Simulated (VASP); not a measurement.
Write the native input for VASP 6.6.1 that does the following.

```yaml
Task: electric field gradients
Functional: r2SCAN
Potentials_or_basis: VASP PAW PBE potentials, release 64 (Cd, Se)
Cutoff: 520 eV
k_mesh: 8 × 8 × 4
Occupations: fermi-dirac, width 0.02 eV
Spin: no spin polarisation
Dipole_correction: no
Further_INCAR_settings: ALGO = Normal; EDIFF = 1e-08; NBANDS = 26
```

The system is CdSe.

```xyz
4
Lattice="4.3000 0.0000 0.0000 -2.1500 3.7239 0.0000 0.0000 0.0000 7.0200" Properties=species:S:1:pos:R:3 pbc="T T T"
Cd    0.0000    2.4826    0.0341
Cd    2.1500    1.2413    3.5441
Se    0.0000    2.4826    2.6686
Se    2.1500    1.2413    6.1786
```

These files were run (other wordings do the same):

POSCAR

```
CdSe
1.0
    4.3000000000      0.0000000000      0.0000000000
   -2.1500000000      3.7239092363      0.0000000000
    0.0000000000      0.0000000000      7.0200000000
Cd Se
2 2
Direct
    0.3333333333      0.6666666667      0.0048632273
    0.6666666667      0.3333333333      0.5048632273
    0.3333333333      0.6666666667      0.3801367727
    0.6666666667      0.3333333333      0.8801367727
```

INCAR.step1

```
SYSTEM = CdSe
PREC = Accurate ; ENCUT = 520
ISMEAR = -1 ; SIGMA = 0.02
LREAL = .FALSE. ; LASPH = .TRUE.
NELM = 80 ; NBANDS = 26
GGA = PE ; ALGO = Normal
EDIFF = 1E-4 ; LWAVE = .TRUE.
LCHARG = .FALSE.
```

INCAR.step2

```
SYSTEM = CdSe
PREC = Accurate ; ENCUT = 520
EDIFF = 1E-8 ; ISMEAR = -1
SIGMA = 0.02 ; LREAL = .FALSE.
LASPH = .TRUE. ; NELM = 80
ALGO = Normal ; ISIF = 2
LWAVE = .FALSE. ; LCHARG = .FALSE.
METAGGA = R2SCAN ; LMIXTAU = .TRUE.
LEFG = .TRUE. ; NBANDS = 26
ISTART = 1
```

KPOINTS

```
regular mesh
0
G
  8 8 4
  0 0 0
```

Potentials or basis: VASP PAW PBE potentials, release 64 (Cd, Se).

Launch:

```sh
$ cat potpaw_PBE.64/Cd/POTCAR potpaw_PBE.64/Se/POTCAR > POTCAR
$ cp INCAR.step1 INCAR
$ mpirun -np 1 vasp_std > vasp.out
$ cp INCAR.step2 INCAR
$ mpirun -np 1 vasp_std > vasp.out
```

It gave:

```json
{
 "Pressure": "1.7 GPa",
 "Largest force": "0.010 eV/Å",
 "Band gap on the k mesh": "1.16 eV",
 "Largest electric field gradient by atom": "Cd +1.2; Se +2.8 V/Å²"
}
```

Caveat: without QUAD_EFG the Cq values of the log hold for a quadrupole moment of 1 mb, not for the nuclei; the PAW data sets were made with another functional, which shifts forces and pressure a little.

Run time: 8.3 min on 1 thread of Intel Xeon 8259CL, on a shared host, peak memory 0.28 GiB.
